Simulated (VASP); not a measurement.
Set up this calculation in VASP 6.6.1, as the native input.

```
Task                   : relaxation of cell and atoms
Functional             : PBE
Potentials or basis    : VASP PAW PBE potentials, release 64 (Na_pv, B)
Cutoff                 : 600 eV
k mesh                 : 6 × 6 × 4
Occupations            : gaussian, width 0.1 eV
Spin                   : no spin polarisation
Dipole correction      : no
Further INCAR settings : ALGO = Normal; EDIFF = 1e-06; IBRION = 2; EDIFFG = -0.04; NSW = 90; ISIF = 3
```

The structure of Na3B lies in POSCAR:

```
Na3B
1.0
    4.6790767000      0.0000000000      0.0000000000
   -2.3395383500      4.0521992800      0.0000000000
    0.0000000000      0.0000000000      4.0127072600
Na B
3 1
Direct
    0.3333333300      0.6666666700      0.1172727000
    0.6666666700      0.3333333300      0.1172727000
    0.0000000000      0.0000000000      0.7814283900
    0.0000000000      0.0000000000      0.2895570000
```

The cell was generated, and may not be a known phase.

One way to write it, as run:

INCAR

```
PREC     = Accurate       # precision mode
ENCUT    = 600            # plane-wave cutoff, eV
EDIFF    = 1E-6           # SCF threshold, eV
ISMEAR   = 0              # smearing method
SIGMA    = 0.1            # smearing width, eV
LREAL    = F              # projectors in reciprocal space
LASPH    = T              # aspherical terms in the spheres
NELM     = 60             # most SCF steps
ALGO     = Normal         # electronic algorithm
ISIF     = 3              # what is computed and relaxed
LWAVE    = F              # write WAVECAR
LCHARG   = F              # write CHGCAR
GGA      = PE             # functional
IBRION   = 2              # ionic algorithm
NSW      = 90             # ionic steps
EDIFFG   = -0.04          # ionic threshold
```

KPOINTS

```
regular mesh
0
Gamma
  6 6 4
```

Potentials or basis: VASP PAW PBE potentials, release 64 (Na_pv, B).

The run is started by

```sh
$ cat potpaw_PBE.64/Na_pv/POTCAR potpaw_PBE.64/B/POTCAR > POTCAR
$ mpirun -np 1 vasp_std > vasp.out
```

Results of the run:

| Quantity | Value |
| --- | --- |
| Relaxed volume | 28.43 Å³/atom |
| Relaxed cell | a = 5.006 Å, b = 5.006 Å, c = 5.240 Å, α = 90.00°, β = 90.00°, γ = 120.00° |
| Space group after relaxing (to 0.1 Å) | P6/mmm (No. 191) |
| Energy gained by relaxing | 547.9 meV/atom |
| Ionic steps | 14 |
| Pressure after relaxing | -0.1 GPa |
| Largest force after relaxing | 0.034 eV/Å |
| Band gap on the k mesh | zero (bands 12 and 13 overlap by 0.99 eV) |

Caveat: the k points lie up to 0.30 Å⁻¹ apart in the final cell, too coarse for converged energies and pressures of a metal; the volume moved by over 15 % at a fixed basis, so the end points are rough.

Run time: 100 s on 1 thread of Intel(R) Xeon(R) 6975P-C (Granite Rapids) (shared host), peak memory 0.22 GiB.
